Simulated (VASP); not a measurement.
# MgO (Pm-3m) in VASP: a series of runs

MgO is run at these levels: r2SCAN; tasks: single point, relaxation of cell and atoms.

Everything below comes from runs of VASP 6.6.1. Logs are shortened: lines on timing, memory, paths and dates and some standing lists are left out, and cuts for length are marked.

## Step 1: The cell of the first run

Symmetry: Pm-3m, No. 221, cubic system. Conventional cell: a = 2.623 Å, b = 2.623 Å, c = 2.623 Å, α = 90.00°, β = 90.00°, γ = 90.00°. Within 3.0 Å of Mg (site symmetry m-3m) lie 8 O at 2.27 Å and 6 Mg at 2.62 Å. O (site symmetry m-3m) has 8 Mg at 2.27 Å and 6 O at 2.62 Å within 3.0 Å.

## Step 2: Single point, r2SCAN

Input file POSCAR:

```
MgO
1.0
    2.6233491285      0.0000000000      0.0000000000
    0.0000000000      2.6233491285      0.0000000000
    0.0000000000      0.0000000000      2.6233491285
Mg O
1 1
Direct
    0.0000000000      0.0000000000      0.0000000000
    0.5000000000      0.5000000000      0.5000000000
```

Input file INCAR.step1:

```
SYSTEM = MgO
PREC = Accurate ; ENCUT = 920
ISMEAR = 0 ; SIGMA = 0.01
LREAL = .FALSE. ; LASPH = .TRUE.
NELM = 120 ; NBANDS = 15
GGA = PE ; ALGO = Normal
EDIFF = 1E-5 ; LWAVE = .TRUE.
LCHARG = .FALSE. ; GGA_COMPAT = .FALSE.
```

Input file INCAR.step2:

```
SYSTEM = MgO
PREC = Accurate ; ENCUT = 920
EDIFF = 1E-6 ; ISMEAR = 0
SIGMA = 0.01 ; LREAL = .FALSE.
LASPH = .TRUE. ; NELM = 120
ALGO = Normal ; ISIF = 2
LWAVE = .FALSE. ; LCHARG = .FALSE.
METAGGA = R2SCAN ; LMIXTAU = .TRUE.
NBANDS = 15 ; ISTART = 1
GGA_COMPAT = .FALSE.
```

Input file KPOINTS:

```
regular mesh
0
G
  10 10 10
  0 0 0
```

Potentials or basis: VASP PAW PBE potentials, release 64 (Mg_sv, O).

Started as:

```console
cat potpaw_PBE.64/Mg_sv/POTCAR potpaw_PBE.64/O/POTCAR > POTCAR
cp INCAR.step1 INCAR
mpirun -np 1 vasp_std > vasp.out
cp INCAR.step2 INCAR
mpirun -np 1 vasp_std > vasp.out
```

OUTCAR:

```text
SYSTEM = MgO
   PREC = Accurate
   ENCUT = 920
   EDIFF = 1E-6
   ISMEAR = 0
   LREAL = .FALSE.
   LASPH = .TRUE.
   NELM = 120
   ISIF = 2
   METAGGA = R2SCAN
   ISTART = 1

 ion  position               nearest neighbor table
   1  0.000  0.000  0.000-
   2  0.500  0.500  0.500-

  LATTYP: Found a simple cubic cell.
 ALAT       =     2.6233491285

  Lattice vectors:

 A1 = (   2.6233491285,   0.0000000000,   0.0000000000)
 A2 = (   0.0000000000,   2.6233491285,   0.0000000000)
 A3 = (   0.0000000000,   0.0000000000,   2.6233491285)

Analysis of symmetry for initial positions (statically):
=====================================================================
 Subroutine PRICEL returns:
 Original cell was already a primitive cell.

 Routine SETGRP: Setting up the symmetry group for a
 simple cubic supercell.

 Subroutine GETGRP returns: Found 48 space group operations
 (whereof 48 operations were pure point group operations)
 out of a pool of 48 trial point group operations.

The static configuration has the point symmetry O_h .

Analysis of symmetry for dynamics (positions and initial velocities):
=====================================================================
 Subroutine PRICEL returns:
 Original cell was already a primitive cell.

 Routine SETGRP: Setting up the symmetry group for a
 simple cubic supercell.

 Subroutine GETGRP returns: Found 48 space group operations
 (whereof 48 operations were pure point group operations)
 out of a pool of 48 trial point group operations.

The dynamic configuration has the point symmetry O_h .

 Subroutine INISYM returns: Found 48 space group operations
 (whereof 48 operations are pure point group operations),
 and found     1 'primitive' translations

----------------------------------------------------------------------------------------

                                     Primitive cell

  volume of cell :      18.0538

  direct lattice vectors                    reciprocal lattice vectors
     2.623349129  0.000000000  0.000000000     0.381192114  0.000000000  0.000000000
     0.000000000  2.623349129  0.000000000     0.000000000  0.381192114  0.000000000
     0.000000000  0.000000000  2.623349129     0.000000000  0.000000000  0.381192114

  length of vectors
     2.623349129  2.623349129  2.623349129     0.381192114  0.381192114  0.381192114

  position of ions in fractional coordinates (direct lattice)
     0.000000000  0.000000000  0.000000000
     0.500000000  0.500000000  0.500000000

  ion indices of the primitive-cell ions
   primitive index   ion index
                 1           1
                 2           2

----------------------------------------------------------------------------------------

 KPOINTS: regular mesh

Automatic generation of k-mesh.
 Grid dimensions read from file:
 generate k-points for:   10   10   10

 Generating k-lattice:

  Cartesian coordinates                     Fractional coordinates (reciprocal lattice)
     0.038119211  0.000000000  0.000000000     0.100000000  0.000000000  0.000000000
     0.000000000  0.038119211  0.000000000     0.000000000  0.100000000  0.000000000
     0.000000000  0.000000000  0.038119211     0.000000000  0.000000000  0.100000000

  Length of vectors
     0.038119211  0.038119211  0.038119211

  Shift w.r.t. Gamma in fractional coordinates (k-lattice)
     0.000000000  0.000000000  0.000000000

 Subroutine IBZKPT returns following result:
 ===========================================

 Found     56 irreducible k-points:

 Following reciprocal coordinates:
            Coordinates               Weight
  0.000000  0.000000  0.000000      1.000000
  0.100000  0.000000  0.000000      6.000000
  0.200000  0.000000  0.000000      6.000000
  0.300000  0.000000  0.000000      6.000000
  0.400000  0.000000  0.000000      6.000000
  0.500000  0.000000  0.000000      3.000000
[... 16 lines left out ...]
  0.200000  0.100000  0.100000     24.000000
  0.300000  0.100000  0.100000     24.000000
 [... further k-points ...]
   k-points           NKPTS =     56   k-points in BZ     NKDIM =     56   number of bands    NBANDS=     15
   number of dos      NEDOS =    301   number of ions     NIONS =      2
   total plane-waves  NPLWV =  21952
   dimension x,y,z NGX =    28 NGY =   28 NGZ =   28
   dimension x,y,z NGXF=    56 NGYF=   56 NGZF=   56
   ions per type =               1   1
   NGX,Y,Z   is equivalent  to a cutoff of  17.74, 17.74, 17.74 a.u.
   NGXF,Y,Z  is equivalent  to a cutoff of  35.49, 35.49, 35.49 a.u.
 SYSTEM =  MgO
   PREC   = accura    normal or accurate (medium, high low for compatibility)
   ISTART =      1    job   : 0-new  1-cont  2-samecut
   ICHARG =      0    charge: 1-file 2-atom 10-const
   ISPIN  =      1    spin polarized calculation?
   LNONCOLLINEAR =      F non collinear calculations
   LSORBIT =      F    spin-orbit coupling
   LASPH  =      T    aspherical Exc in radial PAW
   ENCUT  =  920.0 eV  67.62 Ry    8.22 a.u.   6.49  6.49  6.49*2*pi/ulx,y,z
   NELM   =    120;   NELMIN=  2; NELMDL=  0     # of ELM steps
   EDIFF  = 0.1E-05   stopping-criterion for ELM
   LREAL  =      F    real-space projection
   EDIFFG = 0.1E-04   stopping-criterion for IOM
   NSW    =      0    number of steps for IOM
   IBRION =     -1    ionic relax: 0-MD 1-quasi-New 2-CG
   NFREE  =      0    steps in history (QN), initial steepest desc. (CG)
   ISIF   =      2    stress and relaxation
   ISYM   =      2    0-nonsym 1-usesym 2-fastsym
   POTIM  = 0.5000    time-step for ionic-motion
   TEBEG  =    0.0;   TEEND  =   0.0 temperature during run
   PSTRESS=    0.0 pullay stress
   NELECT =      16.0000    total number of electrons
   NUPDOWN=      -1.0000    fix difference up-down
   EMIN   =  10.00;   EMAX   =-10.00  energy-range for DOS
   EFERMI =   0.00;   METHOD = LEGACY
   ISMEAR =     0;   SIGMA  =   0.01  broadening in eV -4-tet -1-fermi 0-gaus
   EFERMI_NEDOS =   21; number of points for ismear=-14 and -15
   IALGO  =     38    algorithm
   IMIX   =      4    mixing-type and parameters
     AMIX     =   0.40;   BMIX     =  1.00
     AMIX_MAG =   1.60;   BMIX_MAG =  1.00
  volume/ion in A,a.u.               =       9.03        60.92
  Fermi-wavevector in a.u.,A,eV,Ry     =   1.572505  2.971604 33.644110  2.472772
  Thomas-Fermi vector in A             =   2.673929
   LORBIT       =      0    0 simple, 1 ext, 2 COOP (PROOUT), +10 PAW based schemes
   METAGGA = R2SCAN    functional components
   LHFCALC =     F    Hartree Fock is set to
   AEXX    =    0.0000 exact exchange contribution
   IVDW    =     0    specifies the selected vdW correction
   LEPSILON=     F    determine dielectric tensor
   LRPA    =     F    only Hartree local field effects (RPA)
 non-spin polarized calculation
 Gauss-broadening in eV      SIGMA  =   0.01
  energy-cutoff  :      920.00
  volume of cell :       18.05
 maximum number of plane-waves:      1189
 NGX is ok and might be reduce to    28
   NGX = 13   NGY = 13   NGZ = 13

 number of electron      15.9999997 magnetization

 Free energy of the ion-electron system (eV)
  ---------------------------------------------------
  ext. energy  EPLUGINS =         0.00000000
  ---------------------------------------------------
  free energy    TOTEN  =       -14.54045163 eV

  energy without entropy =      -14.54045163  energy(sigma->0) =      -14.54045163

 E-fermi :   4.6635     XC(G=0): -12.3492

 val. band max:        4.5379263566   @ k =   0.5000   0.5000   0.0000
 cond. band min:       8.0548815393   @ k =   0.0000   0.0000   0.0000
 fundamental gap:      3.5169551828
 Fermi energy:         4.6635469326

 k-point     1 :       0.0000    0.0000    0.0000
  band No.  band energies     occupation
      1     -73.0725      2.00000
      2     -38.1254      2.00000
      3     -38.1254      2.00000
      4     -38.1254      2.00000
      5     -15.0318      2.00000
      6       3.4840      2.00000
      7       3.4840      2.00000
      8       3.4840      2.00000
      9       8.0549      0.00000
     10      16.0274      0.00000
     11      16.0274      0.00000
     12      26.5762      0.00000
     13      26.5762      0.00000
     14      26.5762      0.00000
     15      33.6711      0.00000

 k-point     2 :       0.1000    0.0000    0.0000
  band No.  band energies     occupation
      1     -73.0711      2.00000
      2     -38.1380      2.00000
      3     -38.1242      2.00000
      4     -38.1242      2.00000
      5     -14.9305      2.00000
      6       2.6719      2.00000
      7       3.5261      2.00000
      8       3.5261      2.00000
      9       8.6424      0.00000
     10      16.2446      0.00000
     11      16.2695      0.00000
     12      26.3630      0.00000
     13      26.3630      0.00000
     14      26.7360      0.00000
     15      32.7019      0.00000

 k-point     3 :       0.2000    0.0000    0.0000
  band No.  band energies     occupation
      1     -73.0679      2.00000
      2     -38.1710      2.00000
      3     -38.1212      2.00000
      4     -38.1212      2.00000
      5     -14.6515      2.00000
      6       1.0606      2.00000
      7       3.6385      2.00000
      8       3.6385      2.00000
      9       9.7543      0.00000
     10      16.6078      0.00000
     11      16.8924      0.00000
     12      25.7394      0.00000
     13      25.7394      0.00000
     14      27.5513      0.00000
     15      30.5648      0.00000

 k-point     4 :       0.3000    0.0000    0.0000
  band No.  band energies     occupation
      1     -73.0639      2.00000
      2     -38.2116      2.00000
      3     -38.1175      2.00000
      4     -38.1175      2.00000
      5     -14.2736      2.00000
      6      -0.5143      2.00000
      7       3.7823      2.00000
      8       3.7823      2.00000
      9      10.9261      0.00000
     10      16.4216      0.00000
     11      17.9536      0.00000
     12      24.8876      0.00000
     13      24.8876      0.00000
     14      27.2924      0.00000
     15      29.5011      0.00000
[... 307 lines left out ...]
 k-point    22 :       0.1000    0.1000    0.1000
  band No.  band energies     occupation
      1     -73.0687      2.00000
      2     -38.1375      2.00000
      3     -38.1346      2.00000
      4     -38.1346      2.00000
      5     -14.7342      2.00000
      6       2.4110      2.00000
      7       3.0288      2.00000
      8       3.0288      2.00000
      9       9.6712      0.00000
     10      16.6332      0.00000
     11      16.6332      0.00000
     12      24.9021      0.00000
     13      27.0696      0.00000
     14      27.0696      0.00000
     15      30.4236      0.00000

 k-point    23 :       0.2000    0.1000    0.1000
  band No.  band energies     occupation
      1     -73.0654      2.00000
      2     -38.1682      2.00000
      3     -38.1331      2.00000
      4     -38.1314      2.00000
      5     -14.4669      2.00000
      6       1.1845      2.00000
      7       2.9270      2.00000
      8       3.1710      2.00000
      9      10.6575      0.00000
     10      16.8617      0.00000
     11      17.0411      0.00000
     12      24.1919      0.00000
     13      25.9728      0.00000
     14      28.2472      0.00000
     15      28.9837      0.00000

 k-point    24 :       0.3000    0.1000    0.1000
  band No.  band energies     occupation
      1     -73.0615      2.00000
      2     -38.2082      2.00000
      3     -38.1291      2.00000
      4     -38.1276      2.00000
      5     -14.1058      2.00000
      6      -0.3015      2.00000
      7       3.1302      2.00000
      8       3.3547      2.00000
      9      11.7228      0.00000
     10      16.4661      0.00000
     11      17.6208      0.00000
     12      23.9879      0.00000
     13      24.5621      0.00000
     14      28.0171      0.00000
     15      28.1300      0.00000

 [... further k-points ...]
[... 5 lines left out ...]
  --------------------------------------------------------------------------------------
  -------------------------------------------------------------------------------------
  Total        0.0754117      0.0754117      0.0754117      0.0000000     -0.0000000      0.0000000
  in kB        6.6923836      6.6923836      6.6923836      0.0000000     -0.0000000      0.0000000
  external PRESSURE =       6.6923836 kB  Pullay stress =       0.0000000 kB

 VOLUME and BASIS-vectors are now :
 -----------------------------------------------------------------------------
  energy-cutoff  :      920.00
  volume of cell :       18.05
      direct lattice vectors                 reciprocal lattice vectors
     2.623349129  0.000000000  0.000000000     0.381192114  0.000000000  0.000000000
     0.000000000  2.623349129  0.000000000     0.000000000  0.381192114  0.000000000
     0.000000000  0.000000000  2.623349129     0.000000000  0.000000000  0.381192114

 POSITION                                       TOTAL-FORCE (eV/Angst)
 -----------------------------------------------------------------------------------
      0.00000      0.00000      0.00000         0.000000      0.000000      0.000000
      1.31167      1.31167      1.31167         0.000000      0.000000      0.000000
 -----------------------------------------------------------------------------------
    total drift:                               -0.000000      0.000000      0.000000

  FREE ENERGIE OF THE ION-ELECTRON SYSTEM (eV)
  ---------------------------------------------------
  free  energy   TOTEN  =       -14.5404516341 eV

  energy  without entropy=      -14.5404516341  energy(sigma->0) =      -14.54045163
```

It took 69 s on 1 thread of Intel Xeon Platinum 8488C (Sapphire Rapids), shared host; peak memory 0.18 GiB.

What came out:

* Free energy: -14.5405 eV
* Pressure: 0.7 GPa
* Band gap on the k mesh: 3.52 eV (least direct gap 4.57 eV)

Caveat: the structure was generated, so it needn't be the stable form of MgO; the PAW data sets were made with another functional, which shifts forces and pressure a little.

[end of part 1 of 2]
